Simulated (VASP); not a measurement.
Here is a VASP 6.6.1 calculation.

The input INCAR:

```
SYSTEM = Ti
ALGO = Fast ; EDIFF = 1E-6
ENCUT = 520 ; GGA = PE
ISIF = 2 ; ISMEAR = 0
LASPH = .TRUE. ; LCHARG = .FALSE.
LREAL = .FALSE. ; LWAVE = .FALSE.
NBANDS = 25 ; NELM = 60
PREC = Accurate ; SIGMA = 0.1
```

File KPOINTS:

```
k-points
0
G
  12 12 14
  0 0 0
```

POSCAR

```
Ti
1.0
    4.4879455757      0.0000000000      0.0000000000
   -2.2439727879      3.8866748794      0.0000000000
    0.0000000000      0.0000000000      2.7755291933
Ti
3
Direct
    0.0000000000      0.0000000000      0.0000000000
    0.3333333333      0.6666666667      0.5000000000
    0.6666666667      0.3333333333      0.5000000000
```

Potentials or basis: VASP PAW PBE potentials, release 64 (Ti_sv).

Run with:

```console
$ cat potpaw_PBE.64/Ti_sv/POTCAR > POTCAR
$ mpirun -np 1 vasp_std > vasp.out
```

**Question.** Predict the pressure.

**Answer.** 7.0 GPa.

**Question.** What does it give for the band gap on the k mesh?

**Answer.** Zero (bands 18 and 19 overlap by 0.34 eV).

Stress tensor (GPa, compression positive):
```
6.81 0.00 0.00
0.00 6.81 0.00
0.00 0.00 7.26
```

Caveat: the cell differs from its parent crystal (equal strain along all axes, cell held: -2.0 %); the cell stands under pressure.
